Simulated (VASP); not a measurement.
Tl: single point with PBEsol

Crystal: Tl.

```xyz
2
Lattice="3.4760 0.0000 0.0000 -1.7380 3.0103 0.0000 0.0000 0.0000 5.4882" Properties=species:S:1:pos:R:3 pbc="T T T"
Tl    0.0000    2.0068    1.3721
Tl    1.7380    1.0034    4.1162
```

- Program: VASP 6.6.1
- Task: single point
- Functional: PBEsol
- Potentials or basis: VASP PAW PBE potentials, release 64 (Tl_d)
- Cutoff: 520 eV
- k mesh: 12 × 12 × 6
- Occupations: fermi-dirac, width 0.1 eV
- Spin: no spin polarisation
- Dipole correction: no
- Further INCAR settings: ALGO = Normal; EDIFF = 1e-06; NBANDS = 20

| Quantity | Value |
| --- | --- |
| Pressure | -0.1 GPa |
| Band gap on the k mesh | zero (bands 13 and 14 overlap by 5.91 eV) |

Levels at points of the mesh, in eV from the Fermi level:
| k point | band 10 | band 11 | band 12 | band 13 | band 14 | band 15 | band 16 | band 17 |
| --- | --- | --- | --- | --- | --- | --- | --- | --- |
| (0.00, 0.00, 0.00) | -11.00 | -10.01 | -4.97 | -2.78 | 7.82 | 7.82 | 9.93 | 9.93 |
| (0.50, 0.00, 0.00) | -10.94 | -5.81 | -4.71 | -0.63 | 0.61 | 1.37 | 3.78 | 3.83 |
| (0.00, 0.00, 0.50) | -11.11 | -8.55 | -8.55 | 3.53 | 3.53 | 8.82 | 8.82 | 8.82 |
| (0.50, 0.00, 0.50) | -10.98 | -4.73 | -4.73 | -2.26 | -2.26 | 5.49 | 5.49 | 6.23 |

Wall time 42 s on 1 thread of Intel(R) Xeon(R) Platinum 8488C (Sapphire Rapids), with other jobs on the host, peak memory 0.21 GiB.

Caveat: the PAW data sets were made with another functional, which shifts forces and pressure a little; spin-orbit coupling is left out, which moves the levels of the heavy elements.
